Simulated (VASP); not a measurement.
# C (Fd-3m) in VASP: elastic constants with r2SCAN

Aim: the elastic constants of C with r2SCAN.

Program: VASP 6.6.1. These are calculated values, not measurements. Logs are shortened: lines on timing, memory, paths and dates and some standing lists are left out, and cuts for length are marked.

**1. The cell of the first run**

The structure is cubic, space group Fd-3m (No. 227). The conventional cell has a = 3.523 Å, b = 3.523 Å, c = 3.523 Å, α = 90.00°, β = 90.00°, γ = 90.00°. Within 2.0 Å of C (site symmetry -43m) lie 4 C at 1.53 Å.

**2. Elastic constants, r2SCAN**

INCAR

```
PREC = Accurate
ENCUT = 600
EDIFF = 1E-8
ISMEAR = 0
SIGMA = 0.01
LREAL = F
LASPH = T
NELM = 100
ALGO = Normal
ISIF = 3
LWAVE = F
LCHARG = F
METAGGA = R2SCAN
LMIXTAU = T
NBANDS = 11
IBRION = 6
NFREE = 2
POTIM = 0.015
NSW = 1
```

KPOINTS

```
Automatic mesh
0
Gamma
  12 12 12
```

POSCAR

```
C
1.0
    0.0000000000      1.7615716731      1.7615716731
    1.7615716731      0.0000000000      1.7615716731
    1.7615716731      1.7615716731      0.0000000000
C
2
Direct
    0.5000000000      0.5000000000      0.5000000000
    0.7500000000      0.7500000000      0.7500000000
```

Potentials or basis: VASP PAW PBE potentials, release 64 (C).

The run is started by

```
$ cat potpaw_PBE.64/C/POTCAR > POTCAR
$ mpirun -np 1 vasp_std > vasp.out
```

OUTCAR:

```text
PREC = Accurate
   ENCUT = 600
   EDIFF = 1E-8
   ISMEAR = 0
   LREAL = F
   LASPH = T
   NELM = 100
   ISIF = 3
   METAGGA = R2SCAN
   IBRION = 6
   NFREE = 2
   POTIM = 0.015
   NSW = 1

 ion  position               nearest neighbor table
   1  0.500  0.500  0.500-   2 1.53   2 1.53   2 1.53   2 1.53
   2  0.750  0.750  0.750-   1 1.53   1 1.53   1 1.53   1 1.53

  LATTYP: Found a face centered cubic cell.
 ALAT       =     3.5231433462

  Lattice vectors:

 A1 = (   0.0000000000,   1.7615716731,   1.7615716731)
 A2 = (   1.7615716731,   0.0000000000,   1.7615716731)
 A3 = (   1.7615716731,   1.7615716731,   0.0000000000)

Analysis of symmetry for initial positions (statically):
=====================================================================
 Subroutine PRICEL returns:
 Original cell was already a primitive cell.

 Routine SETGRP: Setting up the symmetry group for a
 face centered cubic supercell.

 Subroutine GETGRP returns: Found 48 space group operations
 (whereof 24 operations were pure point group operations)
 out of a pool of 48 trial point group operations.

The static configuration has the point symmetry T_d .
 The point group associated with its full space group is O_h .

Analysis of symmetry for dynamics (positions and initial velocities):
=====================================================================
 Subroutine PRICEL returns:
 Original cell was already a primitive cell.

 Routine SETGRP: Setting up the symmetry group for a
 face centered cubic supercell.

 Subroutine GETGRP returns: Found 48 space group operations
 (whereof 24 operations were pure point group operations)
 out of a pool of 48 trial point group operations.

The dynamic configuration has the point symmetry T_d .
 The point group associated with its full space group is O_h .

 Subroutine INISYM returns: Found 48 space group operations
 (whereof 24 operations are pure point group operations),
 and found     1 'primitive' translations

----------------------------------------------------------------------------------------

                                     Primitive cell

  volume of cell :      10.9328

  direct lattice vectors                    reciprocal lattice vectors
     0.000000000  1.761571673  1.761571673    -0.283837443  0.283837443  0.283837443
     1.761571673  0.000000000  1.761571673     0.283837443 -0.283837443  0.283837443
     1.761571673  1.761571673  0.000000000     0.283837443  0.283837443 -0.283837443

  length of vectors
     2.491238551  2.491238551  2.491238551     0.491620873  0.491620873  0.491620873

  position of ions in fractional coordinates (direct lattice)
     0.500000000  0.500000000  0.500000000
     0.750000000  0.750000000  0.750000000

  ion indices of the primitive-cell ions
   primitive index   ion index
                 1           1
                 2           2

----------------------------------------------------------------------------------------

 KPOINTS: Automatic mesh

Automatic generation of k-mesh.
 Grid dimensions read from file:
 generate k-points for:   12   12   12

 Generating k-lattice:

  Cartesian coordinates                     Fractional coordinates (reciprocal lattice)
    -0.023653120  0.023653120  0.023653120     0.083333333  0.000000000  0.000000000
     0.023653120 -0.023653120  0.023653120     0.000000000  0.083333333  0.000000000
     0.023653120  0.023653120 -0.023653120     0.000000000  0.000000000  0.083333333

  Length of vectors
     0.040968406  0.040968406  0.040968406

  Shift w.r.t. Gamma in fractional coordinates (k-lattice)
     0.000000000  0.000000000  0.000000000

 Subroutine IBZKPT returns following result:
 ===========================================

 Found     72 irreducible k-points:

 Following reciprocal coordinates:
            Coordinates               Weight
  0.000000  0.000000  0.000000      1.000000
  0.083333  0.000000  0.000000      8.000000
[... 53 lines left out ...]
   NUPDOWN=      -1.0000    fix difference up-down
   EMIN   =  10.00;   EMAX   =-10.00  energy-range for DOS
   EFERMI =   0.00;   METHOD = LEGACY
   ISMEAR =     0;   SIGMA  =   0.01  broadening in eV -4-tet -1-fermi 0-gaus
   EFERMI_NEDOS =   21; number of points for ismear=-14 and -15
   IALGO  =     38    algorithm
   IMIX   =      4    mixing-type and parameters
     AMIX     =   0.40;   BMIX     =  1.00
     AMIX_MAG =   1.60;   BMIX_MAG =  1.00
  volume/ion in A,a.u.               =       5.47        36.89
  Fermi-wavevector in a.u.,A,eV,Ry     =   1.475235  2.787790 29.610604  2.176318
  Thomas-Fermi vector in A             =   2.589909
   LORBIT       =      0    0 simple, 1 ext, 2 COOP (PROOUT), +10 PAW based schemes
   METAGGA = R2SCAN    functional components
   LHFCALC =     F    Hartree Fock is set to
   AEXX    =    0.0000 exact exchange contribution
   IVDW    =     0    specifies the selected vdW correction
   LEPSILON=     F    determine dielectric tensor
   LRPA    =     F    only Hartree local field effects (RPA)
 finite differences with symmetry
 non-spin polarized calculation
 Gauss-broadening in eV      SIGMA  =   0.01
  energy-cutoff  :      600.00
  volume of cell :       10.93
 maximum number of plane-waves:       380
   NGX =  9   NGY =  9   NGZ =  9

--------------------------------------- Ionic step        1  -------------------------------------------

 number of electron       7.9999999 magnetization

 Free energy of the ion-electron system (eV)
  ---------------------------------------------------
  ext. energy  EPLUGINS =         0.00000000
  ---------------------------------------------------
  free energy    TOTEN  =       -19.64530500 eV

  energy without entropy =      -19.64530500  energy(sigma->0) =      -19.64530500

------------------------ aborting loop because EDIFF is reached ----------------------------------------

  FORCE on cell =-STRESS in cart. coord.  units (eV):
  Direction    XX          YY          ZZ          XY          YZ          ZX
  --------------------------------------------------------------------------------------
  -------------------------------------------------------------------------------------
  Total        1.0538572      1.0538572      1.0538572     -0.0000000     -0.0000000      0.0000000
  in kB      154.4405719    154.4405719    154.4405719     -0.0000000     -0.0000000      0.0000000
  external PRESSURE =     154.4405719 kB  Pullay stress =       0.0000000 kB
[... 89 lines left out ...]
  FREE ENERGIE OF THE ION-ELECTRON SYSTEM (eV)
  ---------------------------------------------------
  free  energy   TOTEN  =       -19.6202682454 eV

  energy  without entropy=      -19.6202682454  energy(sigma->0) =      -19.62026825

[... ionic steps 4 to 12 ...]

--------------------------------------- Ionic step       13  -------------------------------------------

 number of electron       7.9999999 magnetization

------------------------ aborting loop because EDIFF is reached ----------------------------------------
[... 67 lines left out ...]
--------------------------------------- Ionic step       15  -------------------------------------------

 number of electron       7.9999999 magnetization

 Free energy of the ion-electron system (eV)
  ---------------------------------------------------
  ext. energy  EPLUGINS =         0.00000000
  ---------------------------------------------------
  free energy    TOTEN  =       -19.64065485 eV

  energy without entropy =      -19.64065485  energy(sigma->0) =      -19.64065485

 E-fermi :  10.6135     XC(G=0): -14.4611

 val. band max:       10.5062529851   @ k =   0.0000   0.0000   0.0000
 cond. band min:      14.6802672605   @ k =   0.3333   0.3333   0.0000
 fundamental gap:      4.1740142754
 Fermi energy:        10.6134576113

 k-point     1 :       0.0000    0.0000    0.0000
  band No.  band energies     occupation
      1     -12.9578      2.00000
      2      10.0034      2.00000
      3      10.2583      2.00000
      4      10.5063      2.00000
      5      15.9760      0.00000
      6      16.1876      0.00000
      7      16.4107      0.00000
      8      24.9665      0.00000
      9      31.1648      0.00000
     10      38.0575      0.00000
     11      38.0592      0.00000
[... 309 lines left out ...]
 k-point    24 :      -0.4167    0.1667    0.0000
  band No.  band energies     occupation
      1      -6.3711      2.00000
      2      -3.2571      2.00000
      3       4.2047      2.00000
      4       6.3427      2.00000
      5      18.3197      0.00000
      6      21.1696      0.00000
      7      22.4932      0.00000
      8      26.9886      0.00000
      9      31.4242      0.00000
     10      36.0748      0.00000
     11      36.9314      0.00000

 [... further k-points ...]
[... 5 lines left out ...]
  --------------------------------------------------------------------------------------
  -------------------------------------------------------------------------------------
  Total        1.0565902      1.0613559      1.0613559      0.0000000     -0.0638172      0.0000000
  in kB      154.8410817    155.5394862    155.5394862      0.0000000     -9.3522721      0.0000000
  external PRESSURE =     155.3066847 kB  Pullay stress =       0.0000000 kB
[... 17 lines left out ...]
  FREE ENERGIE OF THE ION-ELECTRON SYSTEM (eV)
  ---------------------------------------------------
  free  energy   TOTEN  =       -19.6406548536 eV

  energy  without entropy=      -19.6406548536  energy(sigma->0) =      -19.64065485

 INTERNAL STRAIN TENSORS FROM STRAINED CELLS
 ============================================

 INTERNAL STRAIN TENSOR FOR ION    1 for displacements in x,y,z  (eV/Angst):
          X           Y           Z          XY          YZ          ZX
  --------------------------------------------------------------------------------
  x     0.00000    -0.00000    -0.00000     0.00000     4.25478     0.00000
  y     0.00000    -0.00000    -0.00000     0.00000     0.00000     4.25469
  z     0.00000    -0.00000     0.00000     4.25621    -0.00000     0.00000

 INTERNAL STRAIN TENSORS FROM DISPLACED ATOMS
 ============================================

 INTERNAL STRAIN TENSOR FOR ION    1 for displacements in x,y,z  (eV/Angst):
          X           Y           Z          XY          YZ          ZX
  --------------------------------------------------------------------------------
  x    -0.00000     0.00000     0.00000     0.00000     4.25421     0.00000
  y    -0.00000    -0.00000    -0.00000     0.00000     0.00000     4.25421
  z     0.00000     0.00000    -0.00000     4.25421     0.00000     0.00000

 INTERNAL STRAIN TENSOR FOR ION    2 for displacements in x,y,z  (eV/Angst):
          X           Y           Z          XY          YZ          ZX
  --------------------------------------------------------------------------------
  x     0.00000    -0.00000    -0.00000     0.00000    -4.25421     0.00000
  y     0.00000     0.00000     0.00000     0.00000     0.00000    -4.25421
  z    -0.00000    -0.00000     0.00000    -4.25421     0.00000     0.00000

 Eigenvectors and eigenvalues of the dynamical matrix
 ----------------------------------------------------

   1 f  =   41.010910 THz   257.679144 2PiTHz 1367.976692 cm-1   169.607417 meV
             X         Y         Z           dx          dy          dz
      1.761572  1.761572  1.761572     0.000000   -0.707107    0.000000
      2.642358  2.642358  2.642358     0.000000    0.707107    0.000000
[... 21 lines left out ...]
   6 f  =    0.000000 THz     0.000000 2PiTHz    0.000000 cm-1     0.000000 meV
             X         Y         Z           dx          dy          dz
      1.761572  1.761572  1.761572     0.000000    0.000000    0.707107
      2.642358  2.642358  2.642358     0.000000    0.000000    0.707107

--------------------------------------------------------------------------------------------------------

 ELASTIC MODULI CONTR FROM IONIC RELAXATION (kBar)
 Direction    XX          YY          ZZ          XY          YZ          ZX
 --------------------------------------------------------------------------------
 XX          -0.0000     -0.0000      0.0000     -0.0000      0.0000      0.0000
 YY          -0.0000     -0.0000     -0.0000     -0.0000     -0.0000      0.0000
 ZZ           0.0000     -0.0000     -0.0000      0.0000     -0.0000      0.0000
 XY          -0.0000     -0.0000      0.0000    -64.1757      0.0000     -0.0000
 YZ           0.0000     -0.0000     -0.0000      0.0000    -64.1757      0.0000
 ZX           0.0000      0.0000      0.0000     -0.0000      0.0000    -64.1757
 --------------------------------------------------------------------------------

 TOTAL ELASTIC MODULI (kBar)
 Direction    XX          YY          ZZ          XY          YZ          ZX
 --------------------------------------------------------------------------------
 XX       11721.6934   1478.3259   1478.3259      0.0000      0.0000     -0.0000
 YY        1478.3259  11721.6934   1478.3259      0.0000      0.0000      0.0000
 ZZ        1478.3259   1478.3259  11721.6934     -0.0000      0.0000     -0.0000
 XY           0.0000      0.0000     -0.0000   6329.7948     -0.0000     -0.0000
 YZ           0.0000      0.0000      0.0000     -0.0000   6329.7948      0.0000
 ZX          -0.0000      0.0000     -0.0000     -0.0000      0.0000   6329.7948
 --------------------------------------------------------------------------------
```

Run time: 26 min. Hardware: 1 thread of Intel Xeon Platinum 8488C (Sapphire Rapids), shared host; peak memory 0.23 GiB.

Results:

- Elastic constants C11, C12, C44: 1172, 148, 633 GPa
- Voigt bulk modulus: 489 GPa
- Highest phonon frequency at Γ: 1368 cm⁻¹

Phonon frequencies in cm⁻¹ (negative: imaginary):
| q point | frequencies |
| --- | --- |
| (0.000, 0.000, 0.000) | 0 0 0 1368 1368 1368 |

Elastic tensor in Voigt notation (GPa, in the Cartesian axes of the cell as first typed):
```
1172  148  148    0    0    0
 148 1172  148    0    0    0
 148  148 1172    0    0    0
   0    0    0  633    0    0
   0    0    0    0  633    0
   0    0    0    0    0  633
```

Clamped-ion elastic tensor (GPa):
```
1172  148  148    0    0    0
 148 1172  148    0    0    0
 148  148 1172    0    0    0
   0    0    0  639    0    0
   0    0    0    0  639    0
   0    0    0    0    0  639
```

Caveat: the cell is under stress, which shifts elastic constants; the PAW data sets were made with another functional, which shifts forces and pressure a little.
